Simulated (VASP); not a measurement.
Write the native input for VASP 6.6.1 that does the following.

```
Task                   : single point
Functional             : PBE
Potentials or basis    : VASP PAW PBE potentials, release 64 (Cd, Bi_d, O)
Cutoff                 : 520 eV
k mesh                 : 6 × 6 × 2
Occupations            : gaussian, width 0.1 eV
Spin                   : no spin polarisation
Dipole correction      : no
Further INCAR settings : ALGO = Normal; EDIFF = 1e-06; NBANDS = 34
```

The structure of Cd2BiO2 lies in POSCAR:

```
Cd2BiO2
1.0
    4.4887441774      0.0000000000      0.0000000000
   -2.2443720887      3.8873664887      0.0000000000
    0.0000000000      0.0000000000      8.0244111178
Cd Bi O
2 1 2
Direct
    0.3333333333      0.6666666667      0.6718701800
    0.6666666667      0.3333333333      0.6718701800
    0.0000000000      0.0000000000      0.2670375811
    0.0000000000      0.0000000000      0.6525919978
    0.0000000000      0.0000000000      0.0222834610
```

The cell was generated, and may not be a known phase.

One way to write it, as run:

INCAR

```
SYSTEM = Cd2BiO2
  ALGO = Normal
  EDIFF = 1E-6
  ENCUT = 520
  GGA = PE
  ISIF = 2
  ISMEAR = 0
  LASPH = .True.
  LCHARG = .False.
  LREAL = .False.
  LWAVE = .False.
  NBANDS = 34
  NELM = 100
  PREC = Accurate
  SIGMA = 0.1
```

KPOINTS

```
k-points
0
Gamma
  6 6 2
  0 0 0
```

Potentials or basis: VASP PAW PBE potentials, release 64 (Cd, Bi_d, O).

The run is started by

```console
$ cat potpaw_PBE.64/Cd/POTCAR potpaw_PBE.64/Bi_d/POTCAR potpaw_PBE.64/O/POTCAR > POTCAR
$ mpirun -np 1 vasp_std > vasp.out
```

It gave:

```json
{
 "Pressure": "0.3 GPa",
 "Largest force": "0.109 eV/Å",
 "Band gap on the k mesh": "zero (an odd number of electrons rules out a gap without spin polarisation)"
}
```

Caveat: the k points lie up to 0.39 Å⁻¹ apart, too coarse for converged energies and pressures of a metal; spin-orbit coupling is left out, which moves the levels of the heavy elements.

It took 95 s on 1 thread of Oxide Virtual Turin-like Processor, with other jobs on the host, peak memory 0.26 GiB.
